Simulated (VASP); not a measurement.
Write the native input for VASP 6.6.1 that does the following.

* Task: single point
* Functional: PBEsol
* Potentials or basis: VASP PAW PBE potentials, release 64 (Ga_d)
* Cutoff: 520 eV
* k mesh: 16 × 16 × 12
* Occupations: gaussian, width 0.1 eV
* Spin: no spin polarisation
* Dipole correction: no
* Further INCAR settings: ALGO = Fast; EDIFF = 1e-06; NBANDS = 20

The structure of Ga lies in POSCAR:

```
Ga
1.0
    1.3147996620     -3.8428431171     -0.0288562293
    1.3147996620      3.8428431171     -0.0288562293
   -0.1819341769      0.0000000000      3.1242718073
Ga
2
Direct
    0.8667142808      0.1332857192      0.2500000000
    0.1332857192      0.8667142808      0.7500000000
```

One way to write it, as run:

INCAR

```
ALGO     = Fast           # electronic algorithm
EDIFF    = 1E-6           # SCF threshold, eV
ENCUT    = 520            # plane-wave cutoff, eV
GGA      = PS             # functional
ISIF     = 2              # what is computed and relaxed
ISMEAR   = 0              # smearing method
LASPH    = True           # aspherical terms in the spheres
LCHARG   = False          # write CHGCAR
LREAL    = False          # projectors in reciprocal space
LWAVE    = False          # write WAVECAR
NBANDS   = 20             # bands
NELM     = 100            # most SCF steps
PREC     = Accurate       # precision mode
SIGMA    = 0.1            # smearing width, eV
```

KPOINTS

```
k-points
0
Gamma
  16 16 12
```

Potentials or basis: VASP PAW PBE potentials, release 64 (Ga_d).

The run is started by

```bash
$ cat potpaw_PBE.64/Ga_d/POTCAR > POTCAR
$ mpirun -np 1 vasp_std > vasp.out
```

It gave:

- Pressure: 11.1 GPa
- Largest force: 0.003 eV/Å
- Band gap on the k mesh: zero (bands 13 and 14 overlap by 9.79 eV)

Caveat: the cell stands under pressure; the PAW data sets were made with another functional, which shifts forces and pressure a little.

Wall time 4 min on 1 thread of Intel(R) Xeon(R) 6975P-C (Granite Rapids) (shared host), peak memory 0.48 GiB.
